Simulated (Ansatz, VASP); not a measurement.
# ScBPt3 in VASP and in Ansatz

```
CELL_PARAMETERS angstrom
4.23374 0.00000 0.00000
0.00000 4.23374 0.00000
0.00000 0.00000 4.31956
ATOMIC_POSITIONS crystal
Sc 0.00000 0.00000 0.00000
B 0.50000 0.50000 0.50000
Pt 0.00000 0.50000 0.50000
Pt 0.50000 0.50000 0.00000
Pt 0.50000 0.00000 0.50000
```

Alike in both runs: task single point; functional PBE; k mesh 8 × 8 × 8; occupations fermi-dirac, width 0.1 eV; no spin polarisation.

|  | VASP | Ansatz |
| --- | --- | --- |
| version | VASP 6.6.1 | Ansatz 0.2.0 |
| potentials or method | VASP PAW PBE potentials, release 64 (Sc_sv, B, Pt), cutoff 520 eV | plane waves, PAW |
| valence electrons in the cell | 44 | 68 |

|  | VASP | Ansatz | Ansatz less VASP |
| --- | --- | --- | --- |
| pressure (GPa) | -0.9 | -0.9 | -0.03 |
| traceless stress, the component that is largest in VASP (GPa) | -1.94 | -1.91 | +0.032 |

VASP's potentials hold 44 valence electrons a cell and Ansatz's 68, so a difference there can come from the potentials and not from the codes.

Neither program's run includes spin-orbit coupling.
